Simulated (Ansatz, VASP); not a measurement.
## Two plane-wave programs on AlGa3N4

INCAR

```
SYSTEM = AlGa3N4
PREC = Accurate ; ENCUT = 1330
EDIFF = 1E-6 ; ISMEAR = 0
SIGMA = 0.05 ; LREAL = .False.
LASPH = .True. ; NELM = 120
ALGO = Normal ; ISIF = 2
LWAVE = .False. ; LCHARG = .True.
LELF = .True. ; LVHAR = .True.
NBANDS = 41 ; GGA_COMPAT = .False.
```

The input KPOINTS:

```
Automatic mesh
0
Gamma
  6 6 6
  0 0 0
```

Contents of POSCAR:

```
AlGa3N4
1.0
    4.3382171223     -0.1549363258     -0.1549363258
   -0.1549363258      4.3382171223     -0.1549363258
   -0.1549363258     -0.1549363258      4.3382171223
Al Ga N
1 3 4
Direct
    0.0000000000      0.0000000000      0.0000000000
    0.5000000000      0.5000000000      0.0000000000
    0.5000000000      0.0000000000      0.5000000000
    0.0000000000      0.5000000000      0.5000000000
    0.7548078379      0.7548078379      0.2451921621
    0.7548078379      0.2451921621      0.7548078379
    0.2451921621      0.7548078379      0.7548078379
    0.2451921621      0.2451921621      0.2451921621
```

Input for Ansatz:

```yaml
crystal:
  lattice:
    - [4.3382171223, -0.1549363258, -0.1549363258]
    - [-0.1549363258, 4.3382171223, -0.1549363258]
    - [-0.1549363258, -0.1549363258, 4.3382171223]
  atoms:
    - { symbol: Al, position: [0.0, 0.0, 0.0] }
    - { symbol: Ga, position: [0.5, 0.5, 0.0] }
    - { symbol: Ga, position: [0.5, 0.0, 0.5] }
    - { symbol: Ga, position: [0.0, 0.5, 0.5] }
    - { symbol: "N", position: [0.7548078379, 0.7548078379, 0.2451921621] }
    - { symbol: "N", position: [0.7548078379, 0.2451921621, 0.7548078379] }
    - { symbol: "N", position: [0.2451921621, 0.7548078379, 0.7548078379] }
    - { symbol: "N", position: [0.2451921621, 0.2451921621, 0.2451921621] }
basis:
  ecutwfc: 520.0
kpoints:
  mp_grid: { grid: [6, 6, 6] }
hamiltonian:
  xc: lda
  pseudopotentials: { kind: paw, azcp: { folder: soft_1 } }
scf:
  occupations: { method: gaussian, width: 0.05 }
output:
  forces: true
  stress: true
  eigenvalues: true
```

Change from the starting cell: equal engineering shear yz, xz and xy -0.0700, equal normal strain along x, y and z -0.0200.

Alike in both runs: task single point; functional LDA; k mesh 6 × 6 × 6; occupations gaussian, width 0.05 eV; no spin polarisation.

|  | VASP | Ansatz |
| --- | --- | --- |
| version | VASP 6.6.1 | Ansatz 0.2.0 |
| potentials or method | VASP PAW LDA potentials, release 64 (Al, Ga_d, N_h), cutoff 1330 eV | scalar-relativistic, plane waves, PAW |
| valence electrons in the cell | 62 | 62 |

Ansatz gave:

```
gap on the k mesh at the Fermi level (eV)                     : 2.51
least direct gap on the mesh (eV)                             : 2.51
pressure (GPa)                                                : 19.5
traceless stress, the component that is largest in VASP (GPa) : 20.86
rms of the force components (eV/Å)                            : 1.392
```

Estimate VASP's values.

gap on the k mesh at the Fermi level (eV): 2.51; least direct gap on the mesh (eV): 2.51; pressure (GPa): 20.6; traceless stress, the component that is largest in VASP (GPa): 21.06; rms of the force components (eV/Å): 1.420.

Ansatz warns that its potentials were made for another functional, while VASP's fit it. LDA's correlation is that of Perdew and Zunger in VASP and of Perdew and Wang (1992) in Ansatz. Atom by atom the forces differ by 0.029 eV/Å (rms over components).
